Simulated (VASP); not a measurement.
A run of VASP 6.6.1 is set up as follows.

POSCAR

```
Al
1.0
    2.8310814249      0.0000000000      0.0000000000
   -1.4155407175      2.4517884341      0.0000000000
    0.0000000000      0.0000000000      4.8990817340
Al
2
Direct
    0.6666666667      0.3333333333      0.7500000000
    0.3333333333      0.6666666667      0.2500000000
```

INCAR.step1

```
SYSTEM = Al
  ALGO = Normal
  EDIFF = 1E-4
  ENCUT = 520
  GGA = PE
  ISMEAR = 1
  LASPH = .True.
  LCHARG = .False.
  LREAL = .False.
  LWAVE = .True.
  NBANDS = 10
  NELM = 100
  PREC = Accurate
  SIGMA = 0.1
```

The input INCAR.step2:

```
SYSTEM = Al
  ALGO = Normal
  EDIFF = 1E-6
  ENCUT = 520
  ISIF = 2
  ISMEAR = 1
  ISTART = 1
  LASPH = .True.
  LCHARG = .True.
  LELF = .True.
  LMIXTAU = .True.
  LREAL = .False.
  LVHAR = .True.
  LWAVE = .False.
  METAGGA = R2SCAN
  NBANDS = 10
  NELM = 100
  PREC = Accurate
  SIGMA = 0.1
```

File KPOINTS:

```
k-points
0
Gamma
  12 12 6
  0 0 0
```

Potentials or basis: VASP PAW PBE potentials, release 64 (Al).

Command:

```console
$ cat potpaw_PBE.64/Al/POTCAR > POTCAR
$ cp INCAR.step1 INCAR
$ mpirun -np 1 vasp_std > vasp.out
$ cp INCAR.step2 INCAR
$ mpirun -np 1 vasp_std > vasp.out
```

**Question.** Estimate the band gap on the k mesh.

**Answer.** Zero (bands 3 and 4 overlap by 7.04 eV).

**Question.** Estimate the pressure.

**Answer.** -4.9 GPa.

Stress tensor (GPa, compression positive):
```
-3.60  0.00  0.00
 0.00 -3.60  0.00
 0.00  0.00 -7.52
```

Caveat: the cell stands under tension; the PAW data sets were made with another functional, which shifts forces and pressure a little.
